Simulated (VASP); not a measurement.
# CuI (F-43m) in VASP: single point with PBE

Aim: the single point of CuI with PBE.

Everything below comes from runs of VASP 6.6.1. Logs are shortened: lines on timing, memory, paths and dates and some standing lists are left out, and cuts for length are marked.

**1. The cell of the first run**

The structure is cubic, space group F-43m (No. 216). Conventional cell: a = 6.063 Å, b = 6.063 Å, c = 6.063 Å, α = 90.00°, β = 90.00°, γ = 90.00°. Cu (site symmetry -43m) has 4 I at 2.63 Å within 3.5 Å. Within 3.5 Å of I (site symmetry -43m) lie 4 Cu at 2.63 Å.

**2. Single point, PBE, non-collinear spin, zero start, spin-orbit coupling**

INCAR

```
SYSTEM = CuI
ALGO = Normal
EDIFF = 1E-6
ENCUT = 520
GGA = PE
GGA_COMPAT = .FALSE.
ISIF = 2
ISMEAR = 0
LASPH = .TRUE.
LCHARG = .FALSE.
LMAXMIX = 4
LORBIT = 11
LORBMOM = .TRUE.
LREAL = .FALSE.
LSORBIT = .TRUE.
LWAVE = .FALSE.
MAGMOM = 0 0 0 0 0 0
NBANDS = 30
NELM = 150
PREC = Accurate
SIGMA = 0.05
```

KPOINTS

```
k-points
0
G
  12 12 12
  0 0 0
```

POSCAR

```
CuI
1.0
    0.0000000000      3.0315000000      3.0315000000
    3.0315000000      0.0000000000      3.0315000000
    3.0315000000      3.0315000000      0.0000000000
Cu I
1 1
Direct
    0.7500000000      0.7500000000      0.7500000000
    0.0000000000      0.0000000000      0.0000000000
```

Potentials or basis: VASP PAW PBE potentials, release 64 (Cu, I).

The run is started by

```
cat potpaw_PBE.64/Cu/POTCAR potpaw_PBE.64/I/POTCAR > POTCAR
mpirun -np 1 vasp_ncl > vasp.out
```

OUTCAR:

```text
SYSTEM = CuI
   EDIFF = 1E-6
   ENCUT = 520
   GGA = PE
   ISIF = 2
   ISMEAR = 0
   LASPH = .TRUE.
   LORBIT = 11
   LREAL = .FALSE.
   LSORBIT = .TRUE.
   NELM = 150
   PREC = Accurate

 ion  position               nearest neighbor table
   1  0.750  0.750  0.750-   2 2.63   2 2.63   2 2.63   2 2.63
   2  0.000  0.000  0.000-   1 2.63   1 2.63   1 2.63   1 2.63

  LATTYP: Found a face centered cubic cell.
 ALAT       =     6.0630000000

  Lattice vectors:

 A1 = (   0.0000000000,   3.0315000000,   3.0315000000)
 A2 = (   3.0315000000,   0.0000000000,   3.0315000000)
 A3 = (   3.0315000000,   3.0315000000,   0.0000000000)

Analysis of symmetry for initial positions (statically):
=====================================================================
 Subroutine PRICEL returns:
 Original cell was already a primitive cell.

 Routine SETGRP: Setting up the symmetry group for a
 face centered cubic supercell.

 Subroutine GETGRP returns: Found 24 space group operations
 (whereof 24 operations were pure point group operations)
 out of a pool of 48 trial point group operations.

The static configuration has the point symmetry T_d .

Analysis of symmetry for dynamics (positions and initial velocities):
=====================================================================
 Subroutine PRICEL returns:
 Original cell was already a primitive cell.

 Routine SETGRP: Setting up the symmetry group for a
 face centered cubic supercell.

 Subroutine GETGRP returns: Found 24 space group operations
 (whereof 24 operations were pure point group operations)
 out of a pool of 48 trial point group operations.

The dynamic configuration has the point symmetry T_d .

Analysis of structural, dynamic, and magnetic symmetry:
=====================================================================
 Subroutine PRICEL returns:
 Original cell was already a primitive cell.

 Routine SETGRP: Setting up the symmetry group for a
 face centered cubic supercell.

 Subroutine GETGRP returns: Found 24 space group operations
 (whereof 24 operations were pure point group operations)
 out of a pool of 48 trial point group operations.

The overall configuration has the point symmetry T_d .

 Subroutine INISYM returns: Found 24 space group operations
 (whereof 24 operations are pure point group operations),
 and found     1 'primitive' translations

----------------------------------------------------------------------------------------

                                     Primitive cell

  volume of cell :      55.7189

  direct lattice vectors                    reciprocal lattice vectors
     0.000000000  3.031500000  3.031500000    -0.164934851  0.164934851  0.164934851
     3.031500000  0.000000000  3.031500000     0.164934851 -0.164934851  0.164934851
     3.031500000  3.031500000  0.000000000     0.164934851  0.164934851 -0.164934851

  length of vectors
     4.287188414  4.287188414  4.287188414     0.285675541  0.285675541  0.285675541

  position of ions in fractional coordinates (direct lattice)
     0.750000000  0.750000000  0.750000000
     0.000000000  0.000000000  0.000000000

  ion indices of the primitive-cell ions
   primitive index   ion index
                 1           1
                 2           2

----------------------------------------------------------------------------------------

 KPOINTS: k-points

Automatic generation of k-mesh.
 Grid dimensions read from file:
 generate k-points for:   12   12   12

 Generating k-lattice:

  Cartesian coordinates                     Fractional coordinates (reciprocal lattice)
    -0.013744571  0.013744571  0.013744571     0.083333333  0.000000000  0.000000000
     0.013744571 -0.013744571  0.013744571     0.000000000  0.083333333  0.000000000
     0.013744571  0.013744571 -0.013744571     0.000000000  0.000000000  0.083333333

  Length of vectors
     0.023806295  0.023806295  0.023806295

[... 94 lines left out ...]
 number of electron      18.0000014 magnetization       0.0000000      0.0000000     -0.0000000

 Free energy of the ion-electron system (eV)
  ---------------------------------------------------
  ext. energy  EPLUGINS =         0.00000000
  ---------------------------------------------------
  free energy    TOTEN  =        -5.69273345 eV

  energy without entropy =       -5.69273345  energy(sigma->0) =       -5.69273345

 E-fermi :   4.8156     XC(G=0):  -8.9390

 val. band max:        4.5864286929   @ k =   0.0000   0.0000   0.0000
 cond. band min:       5.5731790467   @ k =   0.0000   0.0000   0.0000
 fundamental gap:      0.9867503538
 Fermi energy:         4.8156451200

 k-point     1 :       0.0000    0.0000    0.0000
  band No.  band energies     occupation
      1      -9.5722      1.00000
      2      -9.5722      1.00000
      3       0.3842      1.00000
      4       0.3842      1.00000
      5       0.9410      1.00000
      6       0.9410      1.00000
[... 781 lines left out ...]
     29      14.3179      0.00000
     30      14.3332      0.00000

 [... further k-points ...]

------------------------ aborting loop because EDIFF is reached ----------------------------------------

  FORCE on cell =-STRESS in cart. coord.  units (eV):
  Direction    XX          YY          ZZ          XY          YZ          ZX
  --------------------------------------------------------------------------------------
  -------------------------------------------------------------------------------------
  Total        0.2466276      0.2466276      0.2466276     -0.0000000     -0.0000000      0.0000000
  in kB        7.0916858      7.0916858      7.0916858     -0.0000000     -0.0000000      0.0000000
  external PRESSURE =       7.0916858 kB  Pullay stress =       0.0000000 kB

 VOLUME and BASIS-vectors are now :
 -----------------------------------------------------------------------------
  energy-cutoff  :      520.00
  volume of cell :       55.72
      direct lattice vectors                 reciprocal lattice vectors
     0.000000000  3.031500000  3.031500000    -0.164934851  0.164934851  0.164934851
     3.031500000  0.000000000  3.031500000     0.164934851 -0.164934851  0.164934851
     3.031500000  3.031500000  0.000000000     0.164934851  0.164934851 -0.164934851

 POSITION                                       TOTAL-FORCE (eV/Angst)
 -----------------------------------------------------------------------------------
      4.54725      4.54725      4.54725        -0.000000     -0.000000     -0.000000
      0.00000      0.00000      0.00000         0.000000      0.000000      0.000000
 -----------------------------------------------------------------------------------
    total drift:                                0.000001      0.000001      0.000001

  FREE ENERGIE OF THE ION-ELECTRON SYSTEM (eV)
  ---------------------------------------------------
  free  energy   TOTEN  =        -5.6927334481 eV

  energy  without entropy=       -5.6927334481  energy(sigma->0) =       -5.69273345

 orbital moment (x)

 # of ion     p       d       tot
 ----------------------------------------
  1        -0.000  -0.000  -0.000
  2        -0.000  -0.000  -0.000
 ----------------------------------------
           -0.000  -0.000  -0.000

 orbital moment (y)

 # of ion     p       d       tot
 ----------------------------------------
  1         0.000   0.000   0.000
  2        -0.000   0.000  -0.000
 ----------------------------------------
            0.000   0.000   0.000

 orbital moment (z)

 # of ion     p       d       tot
 ----------------------------------------
  1        -0.000   0.000   0.000
  2         0.000   0.000   0.000
 ----------------------------------------
           -0.000   0.000   0.000

 Spin-Orbit-Coupling matrix elements

 Ion:    1  E_soc:     -0.0100159
 l=   1
     0.0000000    -0.0003799    -0.0003799
    -0.0003799     0.0000000    -0.0003799
    -0.0003799    -0.0003799     0.0000000
 l=   2
     0.0000000    -0.0002562     0.0000000    -0.0002562    -0.0010332
    -0.0002562     0.0000000    -0.0007749    -0.0002562    -0.0002583
     0.0000000    -0.0007749     0.0000000    -0.0007749     0.0000000
    -0.0002562    -0.0002562    -0.0007749     0.0000000    -0.0002583
    -0.0010332    -0.0002583     0.0000000    -0.0002583     0.0000000
 l=   3
     0.0000000     0.0000000     0.0000000     0.0000000     0.0000000     0.0000000     0.0000000
     0.0000000     0.0000000     0.0000000     0.0000000     0.0000000     0.0000000     0.0000000
     0.0000000     0.0000000     0.0000000     0.0000000     0.0000000     0.0000000     0.0000000
     0.0000000     0.0000000     0.0000000     0.0000000     0.0000000     0.0000000     0.0000000
     0.0000000     0.0000000     0.0000000     0.0000000     0.0000000     0.0000000     0.0000000
     0.0000000     0.0000000     0.0000000     0.0000000     0.0000000     0.0000000     0.0000000
     0.0000000     0.0000000     0.0000000     0.0000000     0.0000000     0.0000000     0.0000000

 Ion:    2  E_soc:     -0.2536595
 l=   1
     0.0000000    -0.0421323    -0.0421323
    -0.0421323     0.0000000    -0.0421323
    -0.0421323    -0.0421323     0.0000000
 l=   2
     0.0000000    -0.0000491     0.0000000    -0.0000491    -0.0000952
    -0.0000491     0.0000000    -0.0000714    -0.0000491    -0.0000238
     0.0000000    -0.0000714     0.0000000    -0.0000714     0.0000000
    -0.0000491    -0.0000491    -0.0000714     0.0000000    -0.0000238
    -0.0000952    -0.0000238     0.0000000    -0.0000238     0.0000000
 l=   3
     0.0000000     0.0000000     0.0000000     0.0000000     0.0000000     0.0000000     0.0000000
     0.0000000     0.0000000     0.0000000     0.0000000     0.0000000     0.0000000     0.0000000
     0.0000000     0.0000000     0.0000000     0.0000000     0.0000000     0.0000000     0.0000000
     0.0000000     0.0000000     0.0000000     0.0000000     0.0000000     0.0000000     0.0000000
     0.0000000     0.0000000     0.0000000     0.0000000     0.0000000     0.0000000     0.0000000
     0.0000000     0.0000000     0.0000000     0.0000000     0.0000000     0.0000000     0.0000000
     0.0000000     0.0000000     0.0000000     0.0000000     0.0000000     0.0000000     0.0000000

 total charge

# of ion       s       p       d       tot
------------------------------------------
    1        0.328   0.261   9.333   9.922
    2        1.493   2.760   0.054   4.306
--------------------------------------------------
tot          1.822   3.020   9.387  14.228

 magnetization (x)

# of ion       s       p       d       tot
------------------------------------------
    1        0.000   0.000   0.000   0.000
    2        0.000  -0.000   0.000  -0.000
--------------------------------------------------
tot          0.000   0.000   0.000   0.000

 magnetization (y)

# of ion       s       p       d       tot
------------------------------------------
    1        0.000  -0.000   0.000  -0.000
    2       -0.000   0.000   0.000   0.000
--------------------------------------------------
tot         -0.000   0.000   0.000  -0.000

 magnetization (z)

# of ion       s       p       d       tot
------------------------------------------
    1        0.000  -0.000  -0.000  -0.000
    2       -0.000  -0.000   0.000  -0.000
--------------------------------------------------
tot          0.000  -0.000  -0.000  -0.000
```

Wall time 5.9 min (1 thread of Intel Xeon 8259CL, shared host); peak memory 0.5 GiB.

Results:

| Quantity | Value |
| --- | --- |
| Free energy | -5.6927 eV |
| Pressure | 0.7 GPa |
| Net moment | 0.00 μB per cell |
| Valence electrons inside the program's atomic spheres | Cu 9.92; I 4.31 |

Moments on the atoms (μB; x, y, z):
```
Cu  0.00 0.00 0.00
I   0.00 0.00 0.00
```
